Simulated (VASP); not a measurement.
Ti5C4, 9 atoms in the cell. The cell holds layers a few Å apart, 9 atoms: a = 3.064 Å, b = 3.064 Å, c = 13.006 Å, α = 90.00°, β = 90.00°, γ = 120.00°. 

```yaml
Program: VASP 6.6.1
Task: single point
Functional: PBE
Potentials_or_basis: VASP PAW PBE potentials, release 64 (Ti_sv, C)
Cutoff: 520 eV
k_mesh: 12 × 12 × 1
Occupations: gaussian, width 0.1 eV
Spin: no spin polarisation
Dipole_correction: yes
Further_INCAR_settings: ALGO = Normal; EDIFF = 1e-07; NBANDS = 48
```

Potentials or basis: VASP PAW PBE potentials, release 64 (Ti_sv, C).

Command:

```sh
$ cat potpaw_PBE.64/Ti_sv/POTCAR potpaw_PBE.64/C/POTCAR > POTCAR
$ mpirun -np 1 vasp_std > vasp.out
```

Hardware: 1 thread of Intel(R) Xeon(R) 6975P-C (Granite Rapids) (shared host).

Q: How long does it take, and how much memory?

A: Run time: 74 s on 1 thread of Intel(R) Xeon(R) 6975P-C (Granite Rapids), on a shared host, peak memory 0.25 GiB. Counts: scf iterations 21, k points 19.
